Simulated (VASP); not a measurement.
# Ba (Im-3m) in VASP: a series of runs

Ba is run at these levels: PBEsol; tasks: single point, relaxation of cell and atoms.

All numbers are computed with VASP 6.6.1; they aren't measurements. Logs are shortened: lines on timing, memory, paths and dates and some standing lists are left out, and cuts for length are marked.

### 1 The cell of the first run

Symmetry: Im-3m, No. 229, cubic system. The conventional cell has a = 4.848 Å, b = 4.848 Å, c = 4.848 Å, α = 90.00°, β = 90.00°, γ = 90.00°. Ba (site symmetry m-3m) has 14 Ba at 4.20 to 4.85 Å within 5.5 Å.

### 2 Single point, PBEsol

The input, INCAR:

```
SYSTEM = Ba
  PREC = Accurate
  ENCUT = 520
  EDIFF = 1E-6
  ISMEAR = 1
  SIGMA = 0.02
  LREAL = .False.
  LASPH = .True.
  NELM = 60
  ALGO = Normal
  ISIF = 2
  LWAVE = .False.
  LCHARG = .False.
  GGA = PS
  NBANDS = 11
```

The input, KPOINTS:

```
Automatic mesh
0
Gamma
  5 5 5
  0 0 0
```

The input, POSCAR:

```
Ba
1.0
   -2.4237575037      2.4237575037      2.4237575037
    2.4237575037     -2.4237575037      2.4237575037
    2.4237575037      2.4237575037     -2.4237575037
Ba
1
Direct
    0.0000000000      0.0000000000      0.0000000000
```

Potentials or basis: VASP PAW PBE potentials, release 64 (Ba_sv).

Run with:

```sh
$ cat potpaw_PBE.64/Ba_sv/POTCAR > POTCAR
$ mpirun -np 1 vasp_std > vasp.out
```

OUTCAR:

```text
SYSTEM = Ba
   PREC = Accurate
   ENCUT = 520
   EDIFF = 1E-6
   ISMEAR = 1
   LREAL = .False.
   LASPH = .True.
   NELM = 60
   ISIF = 2
   GGA = PS

 ion  position               nearest neighbor table
   1  0.000  0.000  0.000-

  LATTYP: Found a body centered cubic cell.
 ALAT       =     4.8475150074

  Lattice vectors:

 A1 = (  -2.4237575037,   2.4237575037,   2.4237575037)
 A2 = (   2.4237575037,  -2.4237575037,   2.4237575037)
 A3 = (   2.4237575037,   2.4237575037,  -2.4237575037)

Analysis of symmetry for initial positions (statically):
=====================================================================
 Subroutine PRICEL returns:
 Original cell was already a primitive cell.

 Routine SETGRP: Setting up the symmetry group for a
 body centered cubic supercell.

 Subroutine GETGRP returns: Found 48 space group operations
 (whereof 48 operations were pure point group operations)
 out of a pool of 48 trial point group operations.

The static configuration has the point symmetry O_h .

Analysis of symmetry for dynamics (positions and initial velocities):
=====================================================================
 Subroutine PRICEL returns:
 Original cell was already a primitive cell.

 Routine SETGRP: Setting up the symmetry group for a
 body centered cubic supercell.

 Subroutine GETGRP returns: Found 48 space group operations
 (whereof 48 operations were pure point group operations)
 out of a pool of 48 trial point group operations.

The dynamic configuration has the point symmetry O_h .

 Subroutine INISYM returns: Found 48 space group operations
 (whereof 48 operations are pure point group operations),
 and found     1 'primitive' translations

----------------------------------------------------------------------------------------

                                     Primitive cell

  volume of cell :      56.9544

  direct lattice vectors                    reciprocal lattice vectors
    -2.423757504  2.423757504  2.423757504     0.000000000  0.206291264  0.206291264
     2.423757504 -2.423757504  2.423757504     0.206291264  0.000000000  0.206291264
     2.423757504  2.423757504 -2.423757504     0.206291264  0.206291264  0.000000000

  length of vectors
     4.198071142  4.198071142  4.198071142     0.291739904  0.291739904  0.291739904

  position of ions in fractional coordinates (direct lattice)
     0.000000000  0.000000000  0.000000000

  ion indices of the primitive-cell ions
   primitive index   ion index
                 1           1

----------------------------------------------------------------------------------------

 KPOINTS: Automatic mesh

Automatic generation of k-mesh.
 Grid dimensions read from file:
 generate k-points for:    5    5    5

 Generating k-lattice:

  Cartesian coordinates                     Fractional coordinates (reciprocal lattice)
     0.000000000  0.041258253  0.041258253     0.200000000  0.000000000  0.000000000
     0.041258253  0.000000000  0.041258253     0.000000000  0.200000000  0.000000000
     0.041258253  0.041258253  0.000000000     0.000000000  0.000000000  0.200000000

  Length of vectors
     0.058347981  0.058347981  0.058347981

  Shift w.r.t. Gamma in fractional coordinates (k-lattice)
     0.000000000  0.000000000  0.000000000

 Subroutine IBZKPT returns following result:
 ===========================================

 Found     10 irreducible k-points:

 Following reciprocal coordinates:
            Coordinates               Weight
  0.000000  0.000000  0.000000      1.000000
  0.200000  0.000000  0.000000     12.000000
  0.400000  0.000000  0.000000     12.000000
  0.200000  0.200000  0.000000     24.000000
  0.400000  0.200000 -0.000000     24.000000
  0.200000  0.200000  0.200000      8.000000
 -0.200000  0.200000  0.200000      6.000000
 -0.400000  0.400000  0.200000     24.000000
 -0.400000 -0.400000  0.200000      8.000000
 -0.400000  0.400000  0.400000      6.000000
   k-points           NKPTS =     10   k-points in BZ     NKDIM =     10   number of bands    NBANDS=     11
   number of dos      NEDOS =    301   number of ions     NIONS =      1
   total plane-waves  NPLWV =  32768
   dimension x,y,z NGX =    32 NGY =   32 NGZ =   32
   dimension x,y,z NGXF=    64 NGYF=   64 NGZF=   64
   ions per type =               1
   NGX,Y,Z   is equivalent  to a cutoff of  12.67, 12.67, 12.67 a.u.
   NGXF,Y,Z  is equivalent  to a cutoff of  25.34, 25.34, 25.34 a.u.
 SYSTEM =  Ba
   PREC   = accura    normal or accurate (medium, high low for compatibility)
   ISTART =      0    job   : 0-new  1-cont  2-samecut
   ICHARG =      2    charge: 1-file 2-atom 10-const
   ISPIN  =      1    spin polarized calculation?
   LNONCOLLINEAR =      F non collinear calculations
   LSORBIT =      F    spin-orbit coupling
   LASPH  =      T    aspherical Exc in radial PAW
   ENCUT  =  520.0 eV  38.22 Ry    6.18 a.u.   7.81  7.81  7.81*2*pi/ulx,y,z
   NELM   =     60;   NELMIN=  2; NELMDL= -5     # of ELM steps
   EDIFF  = 0.1E-05   stopping-criterion for ELM
   LREAL  =      F    real-space projection
   EDIFFG = 0.1E-04   stopping-criterion for IOM
   NSW    =      0    number of steps for IOM
   IBRION =     -1    ionic relax: 0-MD 1-quasi-New 2-CG
   NFREE  =      0    steps in history (QN), initial steepest desc. (CG)
   ISIF   =      2    stress and relaxation
   ISYM   =      2    0-nonsym 1-usesym 2-fastsym
   POTIM  = 0.5000    time-step for ionic-motion
   TEBEG  =    0.0;   TEEND  =   0.0 temperature during run
   PSTRESS=    0.0 pullay stress
   NELECT =      10.0000    total number of electrons
   NUPDOWN=      -1.0000    fix difference up-down
   EMIN   =  10.00;   EMAX   =-10.00  energy-range for DOS
   EFERMI =   0.00;   METHOD = LEGACY
   ISMEAR =     1;   SIGMA  =   0.02  broadening in eV -4-tet -1-fermi 0-gaus
   EFERMI_NEDOS =   21; number of points for ismear=-14 and -15
   IALGO  =     38    algorithm
   IMIX   =      4    mixing-type and parameters
     AMIX     =   0.40;   BMIX     =  1.00
     AMIX_MAG =   1.60;   BMIX_MAG =  1.00
  volume/ion in A,a.u.               =      56.95       384.35
  Fermi-wavevector in a.u.,A,eV,Ry     =   0.916711  1.732332 11.433773  0.840359
  Thomas-Fermi vector in A             =   2.041597
   LORBIT       =      0    0 simple, 1 ext, 2 COOP (PROOUT), +10 PAW based schemes
   GGA     = PS    functional components
   LHFCALC =     F    Hartree Fock is set to
   AEXX    =    0.0000 exact exchange contribution
   IVDW    =     0    specifies the selected vdW correction
   LEPSILON=     F    determine dielectric tensor
   LRPA    =     F    only Hartree local field effects (RPA)
 non-spin polarized calculation
 Methfessel and Paxton  Order N= 1 SIGMA  =   0.02
  energy-cutoff  :      520.00
  volume of cell :       56.95
 maximum number of plane-waves:      1545
   NGX = 15   NGY = 15   NGZ = 15

 number of electron      10.0000001 magnetization

 Free energy of the ion-electron system (eV)
  ---------------------------------------------------
  ext. energy  EPLUGINS =         0.00000000
  ---------------------------------------------------
  free energy    TOTEN  =        -2.15811680 eV

  energy without entropy =       -2.15744219  energy(sigma->0) =       -2.15789193

 E-fermi :   1.9121     XC(G=0):  -7.8412

 val. band max:        1.9090715047   @ k =  -0.4000  -0.4000   0.2000
 cond. band min:       2.2117640880   @ k =   0.2000   0.2000   0.2000
 fundamental gap:      0.3026925833
 Fermi energy:         1.9120623741

 k-point     1 :       0.0000    0.0000    0.0000
  band No.  band energies     occupation
      1     -26.8166      2.00000
      2     -11.6783      2.00000
      3     -11.6783      2.00000
      4     -11.6783      2.00000
      5      -0.9316      2.00000
      6       3.8016      0.00000
      7       3.8016      0.00000
      8       3.8016      0.00000
      9       5.3788      0.00000
     10       5.3788      0.00000
     11       9.1124      0.00000

 k-point     2 :       0.2000    0.0000    0.0000
  band No.  band energies     occupation
      1     -26.7933      2.00000
      2     -11.9139      2.00000
      3     -11.7500      2.00000
      4     -11.6803      2.00000
      5      -0.1621      2.00000
      6       3.2560      0.00000
      7       3.3171      0.00000
      8       4.6502      0.00000
      9       5.0113      0.00000
     10       5.3784      0.00000
     11       9.7318      0.00000

 k-point     3 :       0.4000    0.0000    0.0000
  band No.  band energies     occupation
      1     -26.7553      2.00000
      2     -12.2624      2.00000
      3     -11.8620      2.00000
      4     -11.6838      2.00000
      5       0.8486      2.00000
      6       2.6240      0.00000
      7       3.1779      0.00000
      8       5.4132      0.00000
      9       5.8155      0.00000
     10       6.8707      0.00000
     11       8.2860      0.00000

 k-point     4 :       0.2000    0.2000    0.0000
  band No.  band energies     occupation
      1     -26.7626      2.00000
      2     -12.1461      2.00000
      3     -11.8537      2.00000
      4     -11.7302      2.00000
      5       0.9520      2.00000
      6       2.5881      0.00000
      7       2.8966      0.00000
      8       4.9349      0.00000
      9       5.9334      0.00000
     10       6.3025      0.00000
     11       9.2036      0.00000

 k-point     5 :       0.4000    0.2000   -0.0000
  band No.  band energies     occupation
      1     -26.7435      2.00000
      2     -12.2418      2.00000
      3     -11.9752      2.00000
      4     -11.7446      2.00000
      5       1.4836      2.00000
      6       2.5200      0.00000
      7       2.9411      0.00000
      8       5.2263      0.00000
      9       6.0565      0.00000
     10       7.8560      0.00000
     11       8.2333      0.00000

 k-point     6 :       0.2000    0.2000    0.2000
  band No.  band energies     occupation
      1     -26.7471      2.00000
      2     -12.1623      2.00000
      3     -11.8979      2.00000
      4     -11.8979      2.00000
      5       2.2118     -0.00000
      6       2.4014      0.00000
      7       2.4014      0.00000
      8       6.0079      0.00000
      9       6.0079      0.00000
     10       7.0614      0.00000
     11       8.6328      0.00000

 k-point     7 :      -0.2000    0.2000    0.2000
  band No.  band energies     occupation
      1     -26.7722      2.00000
      2     -11.9501      2.00000
      3     -11.8262      2.00000
      4     -11.8262      2.00000
      5       0.5198      2.00000
      6       3.1881      0.00000
      7       3.7137      0.00000
      8       3.7137      0.00000
      9       4.6112      0.00000
     10       6.1177      0.00000
     11       9.4547      0.00000

 k-point     8 :      -0.4000    0.4000    0.2000
  band No.  band energies     occupation
      1     -26.7378      2.00000
      2     -12.2038      2.00000
      3     -11.9450      2.00000
      4     -11.8440      2.00000
      5       1.4655      2.00000
      6       2.3283      0.00000
      7       3.4403      0.00000
      8       4.1595      0.00000
      9       6.1032      0.00000
     10       6.6025      0.00000
     11       9.3443      0.00000

 k-point     9 :      -0.4000   -0.4000    0.2000
  band No.  band energies     occupation
      1     -26.7223      2.00000
      2     -12.1392      2.00000
      3     -12.1392      2.00000
      4     -11.8739      2.00000
      5       1.9091      1.25000
      6       1.9091      1.25000
      7       3.0011      0.00000
      8       5.6108      0.00000
      9       5.6108      0.00000
     10       7.7644      0.00000
     11       8.9219      0.00000

 k-point    10 :      -0.4000    0.4000    0.4000
  band No.  band energies     occupation
      1     -26.7092      2.00000
      2     -12.1185      2.00000
      3     -12.0737      2.00000
      4     -12.0737      2.00000
      5       1.4189      2.00000
      6       1.4645      2.00000
      7       5.2735      0.00000
      8       5.2735      0.00000
      9       5.8854      0.00000
     10       6.5674      0.00000
     11       9.0402      0.00000

------------------------ aborting loop because EDIFF is reached ----------------------------------------

  FORCE on cell =-STRESS in cart. coord.  units (eV):
  Direction    XX          YY          ZZ          XY          YZ          ZX
  --------------------------------------------------------------------------------------
  -------------------------------------------------------------------------------------
  Total        0.0307997      0.0307997      0.0307997     -0.0000000      0.0000000      0.0000000
  in kB        0.8664220      0.8664220      0.8664220     -0.0000000      0.0000000      0.0000000
  external PRESSURE =       0.8664220 kB  Pullay stress =       0.0000000 kB

 VOLUME and BASIS-vectors are now :
 -----------------------------------------------------------------------------
  energy-cutoff  :      520.00
  volume of cell :       56.95
      direct lattice vectors                 reciprocal lattice vectors
    -2.423757504  2.423757504  2.423757504     0.000000000  0.206291264  0.206291264
     2.423757504 -2.423757504  2.423757504     0.206291264  0.000000000  0.206291264
     2.423757504  2.423757504 -2.423757504     0.206291264  0.206291264  0.000000000

 POSITION                                       TOTAL-FORCE (eV/Angst)
 -----------------------------------------------------------------------------------
      0.00000      0.00000      0.00000         0.000000     -0.000000     -0.000000
 -----------------------------------------------------------------------------------
    total drift:                               -0.000000      0.000000      0.000000

  FREE ENERGIE OF THE ION-ELECTRON SYSTEM (eV)
  ---------------------------------------------------
  free  energy   TOTEN  =        -2.1581167966 eV

  energy  without entropy=       -2.1574421912  energy(sigma->0) =       -2.15789193
```

Run time: 3.3 s. Hardware: 1 thread of Intel Xeon 6975P-C (Granite Rapids), shared host; peak memory 0.17 GiB.

What came out:

```
Free energy            : -2.1581 eV
Pressure               : 0.1 GPa
Band gap on the k mesh : zero (band 5 reaches 2.21 eV, above the bottom of band 6 at 1.46 eV)
```

Caveat: the k points lie up to 0.37 Å⁻¹ apart; the PAW data sets were made with another functional, which shifts forces and pressure a little; spin-orbit coupling is left out, which moves the levels of the heavy elements.

### 3 Relaxation of cell and atoms, PBEsol

This run uses another cell than the first one, of 62.99 Å³/atom, 1.106 times its volume.

The input, INCAR:

```
SYSTEM = Ba
PREC = Accurate ; ENCUT = 600
EDIFF = 1E-7 ; ISMEAR = 1
SIGMA = 0.02 ; LREAL = .FALSE.
LASPH = .TRUE. ; NELM = 100
ALGO = Normal ; ISIF = 3
LWAVE = .FALSE. ; LCHARG = .FALSE.
GGA = PS ; IBRION = 2
NSW = 80 ; EDIFFG = -0.01
```

The input, KPOINTS:

```
regular mesh
0
G
  5 5 5
  0 0 0
```

The input, POSCAR:

```
Ba
1.0
   -2.5065000000      2.5065000000      2.5065000000
    2.5065000000     -2.5065000000      2.5065000000
    2.5065000000      2.5065000000     -2.5065000000
Ba
1
Direct
    0.0000000000      0.0000000000      0.0000000000
```

Potentials or basis: VASP PAW PBE potentials, release 64 (Ba_sv).

Run with:

```sh
$ cat potpaw_PBE.64/Ba_sv/POTCAR > POTCAR
$ mpirun -np 1 vasp_std > vasp.out
```

Wall time 16 s (1 thread of Intel Xeon 6975P-C (Granite Rapids), shared host); peak memory 0.2 GiB.

Results (log left out):

```
Free energy                            : -2.1582 eV
Relaxed volume                         : 57.37 Å³/atom
Relaxed cell                           : a = 4.208 Å, b = 4.208 Å, c = 4.208 Å, α = 109.47°, β = 109.47°, γ = 109.47°
Space group after relaxing (to 0.05 Å) : Im-3m (No. 229)
Energy gained by relaxing              : 15.1 meV/atom
Ionic steps                            : 4
Pressure after relaxing                : 0.0 GPa
Band gap on the k mesh                 : zero (band 5 reaches 2.17 eV, above the bottom of band 6 at 1.45 eV)
```

Step by step:
```csv
step,energy change (eV),largest force (eV/Å),pressure (GPa),volume (Å³)
1,0.0000,0.0000,-0.82,62.99
2,-0.0115,0.0000,-0.43,60.08
3,-0.0151,0.0000,-0.04,57.63
4,-0.0151,0.0000,0.01,57.37
```

Final structure:
```cif
data_structure
_symmetry_space_group_name_H-M 'P 1'
_symmetry_Int_Tables_number 1
_cell_length_a 4.2081
_cell_length_b 4.2081
_cell_length_c 4.2081
_cell_angle_alpha 109.471
_cell_angle_beta 109.471
_cell_angle_gamma 109.471
_cell_volume 57.37
loop_
_atom_site_label
_atom_site_type_symbol
_atom_site_fract_x
_atom_site_fract_y
_atom_site_fract_z
_atom_site_occupancy
Ba1 Ba 0.00000 0.00000 0.00000 1
```

Levels at points of the mesh, in eV from the Fermi level:
```
           k point  band 2  band 3  band 4  band 5  band 6  band 7  band 8  band 9
(0.00, 0.00, 0.00)  -13.61  -13.61  -13.61   -2.84    1.88    1.88    1.88    3.45
```

Caveat: the PAW data sets were made with another functional, which shifts forces and pressure a little; spin-orbit coupling is left out, which moves the levels of the heavy elements.
